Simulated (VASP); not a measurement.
# Na2W (I4/mmm) in VASP: relaxation of cell and atoms with PBE

Aim: the relaxation of cell and atoms of Na2W with PBE.

All numbers are computed with VASP 6.6.1; they aren't measurements. Logs are shortened: lines on timing, memory, paths and dates and some standing lists are left out, and cuts for length are marked.

**1. The cell of the first run**

The structure is tetragonal, space group I4/mmm (No. 139). Conventional cell: a = 3.381 Å, b = 3.381 Å, c = 11.002 Å, α = 90.00°, β = 90.00°, γ = 90.00°. Within 3.9 Å of Na (site symmetry 4mm) lie 5 W at 2.97 to 3.74 Å and 9 Na at 3.10 to 3.52 Å. Within 3.9 Å of W (site symmetry 4/mmm) lie 10 Na at 2.97 to 3.74 Å and 4 W at 3.38 Å.

**2. Relaxation of cell and atoms, PBE**

The input, INCAR:

```
SYSTEM = Na2W
PREC = Accurate
ENCUT = 600
EDIFF = 1E-6
ISMEAR = 0
SIGMA = 0.1
LREAL = .FALSE.
LASPH = .TRUE.
NELM = 100
ALGO = Normal
ISIF = 3
LWAVE = .FALSE.
LCHARG = .FALSE.
GGA = PE
IBRION = 2
NSW = 90
EDIFFG = -0.04
```

The input, KPOINTS:

```
regular mesh
0
G
  8 8 8
  0 0 0
```

The input, POSCAR:

```
Na2W
1.0
   -1.6907489460      1.6907489460      5.5012265060
    1.6907489460     -1.6907489460      5.5012265060
    1.6907489460      1.6907489460     -5.5012265060
Na W
2 1
Direct
    0.3400000000      0.3400000000      0.0000000000
    0.6600000000      0.6600000000      0.0000000000
    0.0000000000      0.0000000000      0.0000000000
```

Potentials or basis: VASP PAW PBE potentials, release 64 (Na_pv, W_sv).

On the command line:

```console
> cat potpaw_PBE.64/Na_pv/POTCAR potpaw_PBE.64/W_sv/POTCAR > POTCAR
> mpirun -np 1 vasp_std > vasp.out
```

OUTCAR:

```text
SYSTEM = Na2W
   PREC = Accurate
   ENCUT = 600
   EDIFF = 1E-6
   ISMEAR = 0
   LREAL = .FALSE.
   LASPH = .TRUE.
   NELM = 100
   ISIF = 3
   GGA = PE
   IBRION = 2
   NSW = 90
   EDIFFG = -0.04

 ion  position               nearest neighbor table
   1  0.340  0.340  0.000-   3 2.97   3 2.97   3 2.97   3 2.97
   2  0.660  0.660  0.000-   3 2.97   3 2.97   3 2.97   3 2.97
   3  0.000  0.000  0.000-   2 2.97   2 2.97   2 2.97   1 2.97   2 2.97   1 2.97   1 2.97   1 2.97

  LATTYP: Found a body centered tetragonal cell.
 ALAT       =     3.3814978920
 C/A-ratio  =     3.2537216829

  Lattice vectors:

 A1 = (  -1.6907489460,   1.6907489460,   5.5012265060)
 A2 = (   1.6907489460,  -1.6907489460,   5.5012265060)
 A3 = (   1.6907489460,   1.6907489460,  -5.5012265060)

Analysis of symmetry for initial positions (statically):
=====================================================================
 Subroutine PRICEL returns:
 Original cell was already a primitive cell.

 Routine SETGRP: Setting up the symmetry group for a
 body centered tetragonal supercell.

 Subroutine GETGRP returns: Found 16 space group operations
 (whereof 16 operations were pure point group operations)
 out of a pool of 16 trial point group operations.

The static configuration has the point symmetry D_4h.

Analysis of symmetry for dynamics (positions and initial velocities):
=====================================================================
 Subroutine PRICEL returns:
 Original cell was already a primitive cell.

 Routine SETGRP: Setting up the symmetry group for a
 body centered tetragonal supercell.

 Subroutine GETGRP returns: Found 16 space group operations
 (whereof 16 operations were pure point group operations)
 out of a pool of 16 trial point group operations.

The dynamic configuration has the point symmetry D_4h.

 Subroutine INISYM returns: Found 16 space group operations
 (whereof 16 operations are pure point group operations),
 and found     1 'primitive' translations

----------------------------------------------------------------------------------------

                                     Primitive cell

  volume of cell :      62.9039

  direct lattice vectors                    reciprocal lattice vectors
    -1.690748946  1.690748946  5.501226506     0.000000000  0.295726933  0.090888823
     1.690748946 -1.690748946  5.501226506     0.295726933  0.000000000  0.090888823
     1.690748946  1.690748946 -5.501226506     0.295726933  0.295726933  0.000000000

  length of vectors
     5.998396208  5.998396208  5.998396208     0.309378727  0.309378727  0.418221039

  position of ions in fractional coordinates (direct lattice)
     0.340000000  0.340000000  0.000000000
     0.660000000  0.660000000  0.000000000
     0.000000000  0.000000000  0.000000000

  ion indices of the primitive-cell ions
   primitive index   ion index
                 1           1
                 2           2
                 3           3

----------------------------------------------------------------------------------------

 KPOINTS: regular mesh

Automatic generation of k-mesh.
 Grid dimensions read from file:
 generate k-points for:    8    8    8

 Generating k-lattice:

  Cartesian coordinates                     Fractional coordinates (reciprocal lattice)
     0.000000000  0.036965867  0.011361103     0.125000000  0.000000000  0.000000000
     0.036965867  0.000000000  0.011361103     0.000000000  0.125000000  0.000000000
     0.036965867  0.036965867  0.000000000     0.000000000  0.000000000  0.125000000

  Length of vectors
     0.038672341  0.038672341  0.052277630

  Shift w.r.t. Gamma in fractional coordinates (k-lattice)
     0.000000000  0.000000000  0.000000000

 Subroutine IBZKPT returns following result:
 ===========================================

 Found     59 irreducible k-points:

 Following reciprocal coordinates:
            Coordinates               Weight
  0.000000  0.000000  0.000000      1.000000
  0.125000 -0.000000  0.000000      8.000000
  0.250000 -0.000000  0.000000      8.000000
  0.375000 -0.000000  0.000000      8.000000
  0.500000 -0.000000  0.000000      4.000000
  0.125000  0.125000  0.000000      8.000000
[... 16 lines left out ...]
  0.250000  0.125000  0.125000     16.000000
  0.375000  0.125000  0.125000      8.000000
 [... further k-points ...]
   k-points           NKPTS =     59   k-points in BZ     NKDIM =     59   number of bands    NBANDS=     18
   number of dos      NEDOS =    301   number of ions     NIONS =      3
   total plane-waves  NPLWV = 110592
   dimension x,y,z NGX =    48 NGY =   48 NGZ =   48
   dimension x,y,z NGXF=    96 NGYF=   96 NGZF=   96
   ions per type =               2   1
   NGX,Y,Z   is equivalent  to a cutoff of  13.30, 13.30, 13.30 a.u.
   NGXF,Y,Z  is equivalent  to a cutoff of  26.61, 26.61, 26.61 a.u.
 SYSTEM =  Na2W
   PREC   = accura    normal or accurate (medium, high low for compatibility)
   ISTART =      0    job   : 0-new  1-cont  2-samecut
   ICHARG =      2    charge: 1-file 2-atom 10-const
   ISPIN  =      1    spin polarized calculation?
   LNONCOLLINEAR =      F non collinear calculations
   LSORBIT =      F    spin-orbit coupling
   LASPH  =      T    aspherical Exc in radial PAW
   ENCUT  =  600.0 eV  44.10 Ry    6.64 a.u.  11.98 11.98 11.98*2*pi/ulx,y,z
   NELM   =    100;   NELMIN=  2; NELMDL= -5     # of ELM steps
   EDIFF  = 0.1E-05   stopping-criterion for ELM
   LREAL  =      F    real-space projection
   EDIFFG = -.4E-01   stopping-criterion for IOM
   NSW    =     90    number of steps for IOM
   IBRION =      2    ionic relax: 0-MD 1-quasi-New 2-CG
   NFREE  =      1    steps in history (QN), initial steepest desc. (CG)
   ISIF   =      3    stress and relaxation
   ISYM   =      2    0-nonsym 1-usesym 2-fastsym
   POTIM  = 0.5000    time-step for ionic-motion
   TEBEG  =    0.0;   TEEND  =   0.0 temperature during run
   PSTRESS=    0.0 pullay stress
   NELECT =      28.0000    total number of electrons
   NUPDOWN=      -1.0000    fix difference up-down
   EMIN   =  10.00;   EMAX   =-10.00  energy-range for DOS
   EFERMI =   0.00;   METHOD = LEGACY
   ISMEAR =     0;   SIGMA  =   0.10  broadening in eV -4-tet -1-fermi 0-gaus
   EFERMI_NEDOS =   21; number of points for ismear=-14 and -15
   IALGO  =     38    algorithm
   IMIX   =      4    mixing-type and parameters
     AMIX     =   0.40;   BMIX     =  1.00
     AMIX_MAG =   1.60;   BMIX_MAG =  1.00
  volume/ion in A,a.u.               =      20.97       141.50
  Fermi-wavevector in a.u.,A,eV,Ry     =   1.249976  2.362112 21.258278  1.562439
  Thomas-Fermi vector in A             =   2.383991
   LORBIT       =      0    0 simple, 1 ext, 2 COOP (PROOUT), +10 PAW based schemes
   GGA     = PE    functional components
   LHFCALC =     F    Hartree Fock is set to
   AEXX    =    0.0000 exact exchange contribution
   IVDW    =     0    specifies the selected vdW correction
   LEPSILON=     F    determine dielectric tensor
   LRPA    =     F    only Hartree local field effects (RPA)
 conjugate gradient relaxation of ions
 non-spin polarized calculation
 Gauss-broadening in eV      SIGMA  =   0.10
  energy-cutoff  :      600.00
  volume of cell :       62.90
 maximum number of plane-waves:      2120
   NGX = 23   NGY = 23   NGZ = 23

--------------------------------------- Ionic step        1  -------------------------------------------

 number of electron      27.9999998 magnetization

 Free energy of the ion-electron system (eV)
  ---------------------------------------------------
  ext. energy  EPLUGINS =         0.00000000
  ---------------------------------------------------
  free energy    TOTEN  =       -10.68114330 eV

  energy without entropy =      -10.66348086  energy(sigma->0) =      -10.67231208

------------------------ aborting loop because EDIFF is reached ----------------------------------------

  FORCE on cell =-STRESS in cart. coord.  units (eV):
  Direction    XX          YY          ZZ          XY          YZ          ZX
  --------------------------------------------------------------------------------------
  -------------------------------------------------------------------------------------
  Total       -2.0324131     -2.0324131      3.7782907      0.0000000      0.0000000      0.0000000
  in kB      -51.7660217    -51.7660217     96.2339224      0.0000000      0.0000000      0.0000000
  external PRESSURE =      -2.4327070 kB  Pullay stress =       0.0000000 kB
[... 593 lines left out ...]
      4     -33.0735      2.00000
      5     -20.0418      2.00000
      6     -20.0416      2.00000
[... 10 lines left out ...]
     17       7.6082      0.00000
     18       8.6090      0.00000

 [... further k-points ...]

[... ionic steps 4 to 25 ...]

--------------------------------------- Ionic step       26  -------------------------------------------

 number of electron      27.9999960 magnetization

------------------------ aborting loop because EDIFF is reached ----------------------------------------

  FORCE on cell =-STRESS in cart. coord.  units (eV):
  Direction    XX          YY          ZZ          XY          YZ          ZX
  --------------------------------------------------------------------------------------
  -------------------------------------------------------------------------------------
  Total       -0.1528645     -0.1528645      0.0837112      0.0000000      0.0000000     -0.0000000
  in kB       -3.8285645     -3.8285645      2.0965888      0.0000000      0.0000000     -0.0000000
  external PRESSURE =      -1.8535134 kB  Pullay stress =       0.0000000 kB
[... 572 lines left out ...]
  energy  without entropy=      -12.7778079715  energy(sigma->0) =      -12.78265779

--------------------------------------- Ionic step       28  -------------------------------------------

 number of electron      27.9999954 magnetization

 Free energy of the ion-electron system (eV)
  ---------------------------------------------------
  ext. energy  EPLUGINS =         0.00000000
  ---------------------------------------------------
  free energy    TOTEN  =       -12.78782003 eV

  energy without entropy =      -12.77801573  energy(sigma->0) =      -12.78291788

 E-fermi :   3.8460     XC(G=0):  -9.3769

 val. band max:        3.8144771122   @ k =  -0.3750  -0.3750   0.1250
 cond. band min:       3.8925027919   @ k =  -0.3750   0.5000   0.1250
 fundamental gap:      0.0780256797
 Fermi energy:         3.8460330228

 k-point     1 :       0.0000    0.0000    0.0000
  band No.  band energies     occupation
      1     -69.9557      2.00000
      2     -34.2129      2.00000
      3     -33.6289      2.00000
      4     -33.6289      2.00000
      5     -20.7016      2.00000
      6     -20.6745      2.00000
[... 525 lines left out ...]
  FREE ENERGIE OF THE ION-ELECTRON SYSTEM (eV)
  ---------------------------------------------------
  free  energy   TOTEN  =       -12.7878200298 eV

  energy  without entropy=      -12.7780157328  energy(sigma->0) =      -12.78291788

 reached required accuracy - stopping structural energy minimisation
```

Wall time 42 min (1 thread of Intel Xeon Platinum 8259CL at 2.50GHz (Skylake/Cascade Lake), shared host); peak memory 0.41 GiB.

What came out:

```yaml
Free_energy: -12.7878 eV
Relaxed_volume: 21.26 Å³/atom
Relaxed_cell: a = 8.860 Å, b = 8.860 Å, c = 8.860 Å, α = 162.37°, β = 162.37°, γ = 25.03°
Space_group_after_relaxing_to_0.1_Å: I4/mmm (No. 139)
Pressure_after_relaxing: 0.1 GPa
Band_gap_on_the_k_mesh: zero (bands 14 and 15 overlap by 2.22 eV)
```

Stress tensor (GPa, compression positive):
```
0.05 0.00 0.00
0.00 0.05 0.00
0.00 0.00 0.22
```

Final structure:
```xyz
3
Lattice="-1.3578 1.3578 8.6493 1.3578 -1.3578 8.6493 1.3578 1.3578 -8.6493" Properties=species:S:1:pos:R:3 pbc="T T T"
Na    0.0000    0.0000    5.9836
Na    0.0000    0.0000   11.3149
W     0.0000    0.0000    0.0000
```

Caveat: a cell axis changed by over 15 % at a fixed basis, so the end point is rough; spin-orbit coupling is left out, which moves the levels of the heavy elements.
